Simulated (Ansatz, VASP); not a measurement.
One calculation of SrTi2Ir2, two programs

Contents of POSCAR:

```
SrTi2Ir2
1.0
    0.0000000000      4.1191450000      0.0000000000
    4.1191450000      0.0000000000      0.0000000000
    2.0595730000      2.0595730000     -5.9704060000
Ir Ti Sr
2 2 1
Direct
    0.7500000000      0.2500000000      0.5000000000
    0.2500000000      0.7500000000      0.5000000000
    0.3750000000      0.3750000000      0.2500000000
    0.6250000000      0.6250000000      0.7500000000
    0.0000000000      0.0000000000      0.0000000000
```

The input INCAR.step1:

```
SYSTEM = SrTi2Ir2
PREC = Accurate
ENCUT = 520
ISMEAR = 1
SIGMA = 0.062
LREAL = .False.
LASPH = .True.
NELM = 100
NBANDS = 34
GGA = PE
ALGO = Normal
EDIFF = 1E-4
LWAVE = .True.
LCHARG = .False.
```

The input INCAR.step2:

```
SYSTEM = SrTi2Ir2
PREC = Accurate
ENCUT = 520
EDIFF = 1E-6
ISMEAR = 1
SIGMA = 0.062
LREAL = .False.
LASPH = .True.
NELM = 100
ALGO = Normal
ISIF = 2
LWAVE = .False.
LCHARG = .False.
METAGGA = R2SCAN
LMIXTAU = .True.
NBANDS = 34
ISTART = 1
```

KPOINTS

```
Automatic mesh
0
Gamma
  5 5 5
  0 0 0
```

Input for Ansatz:

```yaml
crystal:
  lattice:
    - [0.0, 4.119145, 0.0]
    - [4.119145, 0.0, 0.0]
    - [2.059573, 2.059573, -5.970406]
  atoms:
    - { symbol: Ir, position: [0.75, 0.25, 0.5] }
    - { symbol: Ir, position: [0.25, 0.75, 0.5] }
    - { symbol: Ti, position: [0.375, 0.375, 0.25] }
    - { symbol: Ti, position: [0.625, 0.625, 0.75] }
    - { symbol: Sr, position: [0.0, 0.0, 0.0] }
  symmetry: { tolerance: 0.0003 }
kpoints:
  mp_grid: { grid: [5, 5, 5], shift: [0, 0, 0] }
magnetization:
  spin_polarized: false
scf:
  occupations: { method: cold, width: 0.062 }
  mixing: { preconditioner: kerker }
  lower_state_search: standard
hamiltonian:
  pseudopotentials: { kind: paw }
  xc: r2scan
basis:
  ecutwfc: 500
output:
  forces: true
  stress: true
  eigenvalues: true
```

Alike in both runs: task single point; functional r2SCAN; k mesh 5 × 5 × 5; no spin polarisation.

|  | VASP | Ansatz |
| --- | --- | --- |
| version | VASP 6.6.1 | Ansatz 0.2.0 |
| potentials or method | VASP PAW PBE potentials, release 64 (Ir, Ti_sv, Sr_sv), cutoff 520 eV | PAW plane waves |
| occupations | methfessel-paxton of order 1, width 0.062 eV | cold, width 0.062 eV |
| valence electrons in the cell | 52 | 68 |

|  | VASP | Ansatz | Ansatz less VASP |
| --- | --- | --- | --- |
| gap on the k mesh at the Fermi level (eV) | none | none | - |
| pressure (GPa) | 0.8 | 0.4 | -0.40 |
| traceless stress, the component that is largest in VASP (GPa) | -2.48 | -2.42 | +0.067 |
| rms of the force components (eV/Å) | 0.870 | 0.888 | +0.0179 |

VASP's potentials were made for PBE, not for r2SCAN. Atom by atom the forces differ by 0.018 eV/Å (rms over components). A gap of «none» marks a metal or a gap that the smearing closes. VASP's potentials hold 52 valence electrons a cell and Ansatz's 68, so a difference there can come from the potentials and not from the codes.

Spin-orbit coupling is off throughout.
